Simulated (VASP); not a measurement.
# NaCl (Pm-3m) in VASP: further runs

Aim: see how the results for NaCl move with the level of theory and the settings. Levels: PBEsol, MS2. Tasks: elastic constants, single point.

All numbers are computed with VASP 6.6.1; they aren't measurements. Logs are shortened: lines on timing, memory, paths and dates and some standing lists are left out, and cuts for length are marked.

### 1 The cell of the first run

The structure is cubic, space group Pm-3m (No. 221). The conventional cell has a = 3.502 Å, b = 3.502 Å, c = 3.502 Å, α = 90.00°, β = 90.00°, γ = 90.00°. Cl (site symmetry m-3m) has 8 Na at 3.03 Å and 6 Cl at 3.50 Å within 4.0 Å. Within 4.0 Å of Na (site symmetry m-3m) lie 8 Cl at 3.03 Å and 6 Na at 3.50 Å.

### 2 Elastic constants, PBEsol

File INCAR:

```
PREC     = Accurate       # precision mode
ENCUT    = 600            # plane-wave cutoff, eV
EDIFF    = 1E-8           # SCF threshold, eV
ISMEAR   = -1             # smearing method
SIGMA    = 0.05           # smearing width, eV
LREAL    = False          # projectors in reciprocal space
LASPH    = True           # aspherical terms in the spheres
NELM     = 80             # most SCF steps
ALGO     = Normal         # electronic algorithm
ISIF     = 3              # what is computed and relaxed
LWAVE    = False          # write WAVECAR
LCHARG   = False          # write CHGCAR
GGA      = PS             # functional
IBRION   = 6              # ionic algorithm
NFREE    = 2            
POTIM    = 0.015          # step
NSW      = 1              # ionic steps
```

File KPOINTS:

```
Automatic mesh
0
Gamma
  6 6 6
```

File POSCAR:

```
NaCl
1.0
    3.5021900000      0.0000000000      0.0000000000
    0.0000000000      3.5021900000      0.0000000000
    0.0000000000      0.0000000000      3.5021900000
Cl Na
1 1
Direct
    0.5000000000      0.5000000000      0.5000000000
    0.0000000000      0.0000000000      0.0000000000
```

Potentials or basis: VASP PAW PBE potentials, release 64 (Cl, Na_pv).

On the command line:

```sh
cat potpaw_PBE.64/Cl/POTCAR potpaw_PBE.64/Na_pv/POTCAR > POTCAR
mpirun -np 1 vasp_std > vasp.out
```

OUTCAR:

```text
PREC = Accurate
   ENCUT = 600
   EDIFF = 1E-8
   ISMEAR = -1
   LREAL = False
   LASPH = True
   NELM = 80
   ISIF = 3
   GGA = PS
   IBRION = 6
   NFREE = 2
   POTIM = 0.015
   NSW = 1

 ion  position               nearest neighbor table
   1  0.500  0.500  0.500-
   2  0.000  0.000  0.000-

  LATTYP: Found a simple cubic cell.
 ALAT       =     3.5021900000

  Lattice vectors:

 A1 = (   3.5021900000,   0.0000000000,   0.0000000000)
 A2 = (   0.0000000000,   3.5021900000,   0.0000000000)
 A3 = (   0.0000000000,   0.0000000000,   3.5021900000)

Analysis of symmetry for initial positions (statically):
=====================================================================
 Subroutine PRICEL returns:
 Original cell was already a primitive cell.

 Routine SETGRP: Setting up the symmetry group for a
 simple cubic supercell.

 Subroutine GETGRP returns: Found 48 space group operations
 (whereof 48 operations were pure point group operations)
 out of a pool of 48 trial point group operations.

The static configuration has the point symmetry O_h .

Analysis of symmetry for dynamics (positions and initial velocities):
=====================================================================
 Subroutine PRICEL returns:
 Original cell was already a primitive cell.

 Routine SETGRP: Setting up the symmetry group for a
 simple cubic supercell.

 Subroutine GETGRP returns: Found 48 space group operations
 (whereof 48 operations were pure point group operations)
 out of a pool of 48 trial point group operations.

The dynamic configuration has the point symmetry O_h .

 Subroutine INISYM returns: Found 48 space group operations
 (whereof 48 operations are pure point group operations),
 and found     1 'primitive' translations

----------------------------------------------------------------------------------------

                                     Primitive cell

  volume of cell :      42.9555

  direct lattice vectors                    reciprocal lattice vectors
     3.502190000  0.000000000  0.000000000     0.285535622  0.000000000  0.000000000
     0.000000000  3.502190000  0.000000000     0.000000000  0.285535622  0.000000000
     0.000000000  0.000000000  3.502190000     0.000000000  0.000000000  0.285535622

  length of vectors
     3.502190000  3.502190000  3.502190000     0.285535622  0.285535622  0.285535622

  position of ions in fractional coordinates (direct lattice)
     0.500000000  0.500000000  0.500000000
     0.000000000  0.000000000  0.000000000

  ion indices of the primitive-cell ions
   primitive index   ion index
                 1           1
                 2           2

----------------------------------------------------------------------------------------

 KPOINTS: Automatic mesh

Automatic generation of k-mesh.
 Grid dimensions read from file:
 generate k-points for:    6    6    6

 Generating k-lattice:

  Cartesian coordinates                     Fractional coordinates (reciprocal lattice)
     0.047589270  0.000000000  0.000000000     0.166666667  0.000000000  0.000000000
     0.000000000  0.047589270  0.000000000     0.000000000  0.166666667  0.000000000
     0.000000000  0.000000000  0.047589270     0.000000000  0.000000000  0.166666667

  Length of vectors
     0.047589270  0.047589270  0.047589270

  Shift w.r.t. Gamma in fractional coordinates (k-lattice)
     0.000000000  0.000000000  0.000000000

 Subroutine IBZKPT returns following result:
 ===========================================

 Found     20 irreducible k-points:

 Following reciprocal coordinates:
            Coordinates               Weight
  0.000000  0.000000  0.000000      1.000000
  0.166667  0.000000  0.000000      6.000000
  0.333333  0.000000  0.000000      6.000000
  0.500000  0.000000  0.000000      3.000000
[... 59 lines left out ...]
   GGA     = PS    functional components
   LHFCALC =     F    Hartree Fock is set to
   AEXX    =    0.0000 exact exchange contribution
   IVDW    =     0    specifies the selected vdW correction
   LEPSILON=     F    determine dielectric tensor
   LRPA    =     F    only Hartree local field effects (RPA)
 finite differences with symmetry
 non-spin polarized calculation
  energy-cutoff  :      600.00
  volume of cell :       42.96
 maximum number of plane-waves:      1472
 NGX is ok and might be reduce to    28
   NGX = 13   NGY = 13   NGZ = 13

--------------------------------------- Ionic step        1  -------------------------------------------

 number of electron      13.9999982 magnetization

 Free energy of the ion-electron system (eV)
  ---------------------------------------------------
  ext. energy  EPLUGINS =         0.00000000
  ---------------------------------------------------
  free energy    TOTEN  =        -6.72273106 eV

  energy without entropy =       -6.72273106  energy(sigma->0) =       -6.72273106

------------------------ aborting loop because EDIFF is reached ----------------------------------------

  FORCE on cell =-STRESS in cart. coord.  units (eV):
  Direction    XX          YY          ZZ          XY          YZ          ZX
  --------------------------------------------------------------------------------------
  -------------------------------------------------------------------------------------
  Total       -0.3226749     -0.3226749     -0.3226749     -0.0000000     -0.0000000     -0.0000000
  in kB      -12.0352931    -12.0352931    -12.0352931     -0.0000000     -0.0000000     -0.0000000
  external PRESSURE =     -12.0352931 kB  Pullay stress =       0.0000000 kB
[... 89 lines left out ...]
  FREE ENERGIE OF THE ION-ELECTRON SYSTEM (eV)
  ---------------------------------------------------
  free  energy   TOTEN  =        -6.7253505525 eV

  energy  without entropy=       -6.7253505525  energy(sigma->0) =       -6.72535055

[... ionic steps 4 to 14 ...]

--------------------------------------- Ionic step       15  -------------------------------------------

 number of electron      13.9999982 magnetization

------------------------ aborting loop because EDIFF is reached ----------------------------------------
[... 67 lines left out ...]
--------------------------------------- Ionic step       17  -------------------------------------------

 number of electron      13.9999987 magnetization

 Free energy of the ion-electron system (eV)
  ---------------------------------------------------
  ext. energy  EPLUGINS =         0.00000000
  ---------------------------------------------------
  free energy    TOTEN  =        -6.72270494 eV

  energy without entropy =       -6.72270494  energy(sigma->0) =       -6.72270494

 E-fermi :   1.4631     XC(G=0):  -8.5854

 val. band max:        0.3713045636   @ k =   0.0000   0.5000   0.5000
 cond. band min:       4.2075284649   @ k =   0.0000   0.0000   0.0000
 fundamental gap:      3.8362239012
 Fermi energy:         1.4631120519

 k-point     1 :       0.0000    0.0000    0.0000
  band No.  band energies     occupation
      1     -21.5129      2.00000
      2     -21.5128      2.00000
      3     -21.5128      2.00000
      4     -12.9989      2.00000
      5      -0.1291      2.00000
      6      -0.1291      2.00000
      7      -0.1290      2.00000
      8       4.2075      0.00000
      9       8.7811      0.00000
     10       8.7814      0.00000
     11      15.9538      0.00000
[... 309 lines left out ...]
 k-point    24 :       0.0000    0.1667    0.1667
  band No.  band energies     occupation
      1     -21.5233      2.00000
      2     -21.5211      2.00000
      3     -21.5110      2.00000
      4     -12.8317      2.00000
      5      -0.9831      2.00000
      6      -0.6898      2.00000
      7      -0.0131      2.00000
      8       5.6061      0.00000
      9       9.3476      0.00000
     10       9.7373      0.00000
     11      12.6875      0.00000

 [... further k-points ...]

------------------------ aborting loop because EDIFF is reached ----------------------------------------

  FORCE on cell =-STRESS in cart. coord.  units (eV):
  Direction    XX          YY          ZZ          XY          YZ          ZX
  --------------------------------------------------------------------------------------
  -------------------------------------------------------------------------------------
  Total       -0.3219632     -0.3222714     -0.3222714      0.0000000      0.0000000      0.0000000
  in kB      -12.0087478    -12.0202426    -12.0202426      0.0000000      0.0000000      0.0000000
  external PRESSURE =     -12.0164110 kB  Pullay stress =       0.0000000 kB
[... 17 lines left out ...]
  FREE ENERGIE OF THE ION-ELECTRON SYSTEM (eV)
  ---------------------------------------------------
  free  energy   TOTEN  =        -6.7227049379 eV

  energy  without entropy=       -6.7227049378  energy(sigma->0) =       -6.72270494

 INTERNAL STRAIN TENSORS FROM STRAINED CELLS
 ============================================

 INTERNAL STRAIN TENSOR FOR ION    1 for displacements in x,y,z  (eV/Angst):
          X           Y           Z          XY          YZ          ZX
  --------------------------------------------------------------------------------
  x     0.00000     0.00000     0.00000     0.00000     0.00000    -0.00000
  y     0.00000     0.00000     0.00000     0.00000     0.00000     0.00000
  z     0.00000     0.00000     0.00000     0.00000     0.00000     0.00000

 INTERNAL STRAIN TENSORS FROM DISPLACED ATOMS
 ============================================

 INTERNAL STRAIN TENSOR FOR ION    1 for displacements in x,y,z  (eV/Angst):
          X           Y           Z          XY          YZ          ZX
  --------------------------------------------------------------------------------
  x     0.00000     0.00000     0.00000     0.00000     0.00000     0.00000
  y     0.00000     0.00000     0.00000     0.00000     0.00000     0.00000
  z     0.00000     0.00000     0.00000     0.00000     0.00000     0.00000

 INTERNAL STRAIN TENSOR FOR ION    2 for displacements in x,y,z  (eV/Angst):
          X           Y           Z          XY          YZ          ZX
  --------------------------------------------------------------------------------
  x     0.00000     0.00000     0.00000     0.00000     0.00000     0.00000
  y     0.00000     0.00000     0.00000     0.00000     0.00000     0.00000
  z     0.00000     0.00000     0.00000     0.00000     0.00000     0.00000

 Eigenvectors and eigenvalues of the dynamical matrix
 ----------------------------------------------------

   1 f  =    2.198011 THz    13.810509 2PiTHz   73.317748 cm-1     9.090238 meV
             X         Y         Z           dx          dy          dz
      1.751095  1.751095  1.751095    -0.000000    0.642030    0.000000
      0.000000  0.000000  0.000000    -0.000000   -0.766679    0.000000
[... 21 lines left out ...]
   6 f/i=    0.042198 THz     0.265135 2PiTHz    1.407558 cm-1     0.174515 meV
             X         Y         Z           dx          dy          dz
      1.751095  1.751095  1.751095     0.766679    0.000000   -0.000000
      0.000000  0.000000  0.000000     0.642030   -0.000000    0.000000

--------------------------------------------------------------------------------------------------------

 ELASTIC MODULI CONTR FROM IONIC RELAXATION (kBar)
 Direction    XX          YY          ZZ          XY          YZ          ZX
 --------------------------------------------------------------------------------
 XX           0.0000      0.0000      0.0000      0.0000      0.0000      0.0000
 YY           0.0000      0.0000      0.0000      0.0000      0.0000      0.0000
 ZZ           0.0000      0.0000      0.0000      0.0000      0.0000      0.0000
 XY           0.0000      0.0000      0.0000      0.0000      0.0000      0.0000
 YZ           0.0000      0.0000      0.0000      0.0000      0.0000      0.0000
 ZX           0.0000      0.0000      0.0000      0.0000      0.0000      0.0000
 --------------------------------------------------------------------------------

 TOTAL ELASTIC MODULI (kBar)
 Direction    XX          YY          ZZ          XY          YZ          ZX
 --------------------------------------------------------------------------------
 XX         727.3736     -2.5183     -2.5183      0.0000     -0.0000      0.0000
 YY          -2.5183    727.3736     -2.5183     -0.0000     -0.0000      0.0000
 ZZ          -2.5183     -2.5183    727.3736     -0.0000     -0.0000      0.0000
 XY           0.0000     -0.0000     -0.0000    -24.5161      0.0000      0.0000
 YZ          -0.0000     -0.0000     -0.0000      0.0000    -24.5161      0.0000
 ZX           0.0000      0.0000      0.0000      0.0000      0.0000    -24.5161
 --------------------------------------------------------------------------------
```

Wall time 7.8 min (1 thread of Intel Xeon 8259CL, shared host); peak memory 0.21 GiB.

What came out:

- Elastic constants C11, C12, C44: 73, 0, -2 GPa
- Voigt bulk modulus: 24 GPa
- Highest phonon frequency at Γ, LO-TO splitting left out: 73 cm⁻¹

Phonon frequencies in cm⁻¹ (negative: imaginary):
```
              q point        frequencies
(0.000, 0.000, 0.000)  -1 -1 -1 73 73 73
```

Elastic tensor in Voigt notation (GPa, in the Cartesian axes of the cell as first typed):
```
73  0  0  0  0  0
 0 73  0  0  0  0
 0  0 73  0  0  0
 0  0  0 -2  0  0
 0  0  0  0 -2  0
 0  0  0  0  0 -2
```

Clamped-ion elastic tensor (GPa):
```
73  0  0  0  0  0
 0 73  0  0  0  0
 0  0 73  0  0  0
 0  0  0 -2  0  0
 0  0  0  0 -2  0
 0  0  0  0  0 -2
```

Caveat: the cell is under stress, which shifts elastic constants; the elastic tensor has a negative eigenvalue, so either the cell is unstable as it stands or the mesh is too thin; the PAW data sets were made with another functional, which shifts forces and pressure a little.

### 3 Single point, MS2

File INCAR:

```
SYSTEM = NaCl
ALGO     = Normal         ! electronic algorithm
EDIFF    = 1E-6           ! SCF threshold, eV
EFERMI   = MIDGAP       
ENCUT    = 300            ! plane-wave cutoff, eV
GGA_COMPAT= .FALSE.      
ISMEAR   = -5             ! smearing method
KPAR     = 2            
LASPH    = .TRUE.         ! aspherical terms in the spheres
LCHARG   = .FALSE.        ! write CHGCAR
LMIXTAU  = .TRUE.       
LORBIT   = 11             ! projections on sites
LREAL    = .FALSE.        ! projectors in reciprocal space
LWAVE    = .FALSE.        ! write WAVECAR
METAGGA  = MS2            ! meta-GGA
NBANDS   = 23             ! bands
NEDOS    = 2001           ! points of the DOS
NELM     = 120            ! most SCF steps
PREC     = Accurate       ! precision mode
```

File KPOINTS:

```
Automatic mesh
0
Gamma
  10 10 10
  0 0 0
```

POSCAR is that of step 2.

Potentials or basis: VASP PAW PBE potentials, release 64 (Cl, Na_pv).

On the command line:

```sh
cat potpaw_PBE.64/Cl/POTCAR potpaw_PBE.64/Na_pv/POTCAR > POTCAR
mpirun -np 2 vasp_std > vasp.out
```

It took 32 s on 2 MPI ranks of Intel Xeon Platinum 8488C (Sapphire Rapids), shared host; peak memory 0.13 GiB.

It converged, with:

| Item | Value |
| --- | --- |
| Free energy | -14.7178 eV |
| Pressure | -1.4 GPa |
| Band gap on the k mesh | 4.58 eV (least direct gap 5.07 eV) |
| Valence electrons inside the program's atomic spheres | Cl 5.18; Na 6.01 |

Levels at points of the mesh, in eV from the valence-band top:
```
           k point  band 4  band 5  band 6  band 7  band 8  band 9  band 10  band 11
(0.00, 0.00, 0.00)  -14.16   -0.49   -0.49   -0.49    4.58    9.18     9.18    16.55
(0.50, 0.00, 0.00)  -13.81   -2.91   -0.26   -0.26    7.63    9.07    11.34    12.60
(0.50, 0.50, 0.00)  -13.55   -2.25   -2.25    0.00    6.01   10.74    11.62    11.62
(0.50, 0.50, 0.50)  -13.28   -1.84   -1.84   -1.84    7.65    7.65     7.65    12.19
```

Caveat: the cutoff is under 1.25 times the usual one of these potentials, so pressure, stress and relaxed cells hold a basis-set (Pulay) error; the PAW data sets were made with another functional, which shifts forces and pressure a little.

(Continued in part 2 of 2.)
